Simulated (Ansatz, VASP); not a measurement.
## Ti2BN: VASP beside Ansatz

```xyz
4
Lattice="2.9893 0.0000 0.0000 -1.4946 2.5888 0.0000 0.0000 0.0000 5.7872" Properties=species:S:1:pos:R:3 pbc="T T T"
Ti    0.0000    0.0000    1.4848
Ti    0.0000    0.0000    4.3025
B     0.0000    0.0000    2.8936
N     0.0000    0.0000    0.0000
```

Change from the starting cell: volume scaled by 0.98.

Alike in both runs: task single point; functional PBE; k mesh 10 × 10 × 5; occupations fermi-dirac, width 0.05 eV; no spin polarisation.

|  | VASP | Ansatz |
| --- | --- | --- |
| version | VASP 6.6.1 | Ansatz 0.2.0 |
| potentials or method | VASP PAW PBE potentials, release 64 (Ti_sv, B, N), cutoff 520 eV | all-electron LAPW, scalar-relativistic |

```csv
,VASP,Ansatz,Ansatz less VASP
gap on the k mesh at the Fermi level (eV),none,none,-
pressure (GPa),122.1,121.1,-0.98
"traceless stress, the component that is largest in VASP (GPa)",214.02,211.05,-2.966
rms of the force components (eV/Å),1.660,2.167,+0.5065
```

Atom by atom the forces differ by 0.506 eV/Å (rms over components). A gap of «none» marks a metal or a gap that the smearing closes. Both programs put the cell under a high pressure, so it lies far from rest at this level. Ansatz ran all-electron here, and VASP with PAW potentials.

Noted on VASP's run: the cell as given lies far from equilibrium.
